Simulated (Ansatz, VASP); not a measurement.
**Sb: VASP beside Ansatz**

```xyz
2
Lattice="3.3690 0.0000 0.0000 -1.6845 2.9176 0.0000 0.0000 0.0000 5.3300" Properties=species:S:1:pos:R:3 pbc="T T T"
Sb    0.0000    1.9451    1.3325
Sb    1.6845    0.9725    3.9975
```

Alike in both runs: task single point; functional PBE; k mesh 12 × 12 × 7; occupations tetrahedron; no spin polarisation.

|  | VASP | Ansatz |
| --- | --- | --- |
| version | VASP 6.6.1 | Ansatz 0.2.0 |
| potentials or method | VASP PAW PBE potentials, release 64 (Sb), cutoff 520 eV | all-electron LAPW, scalar-relativistic |

```tsv
	VASP	Ansatz	Ansatz less VASP
pressure (GPa)	2.9	3.0	+0.14
traceless stress, the component that is largest in VASP (GPa)	-0.67	-0.75	-0.083
```

Ansatz ran all-electron here, and VASP with PAW potentials. Ansatz's warnings: band table not solved further, tetrahedron derivatives may miss energy slope.

Neither program's run includes spin-orbit coupling.
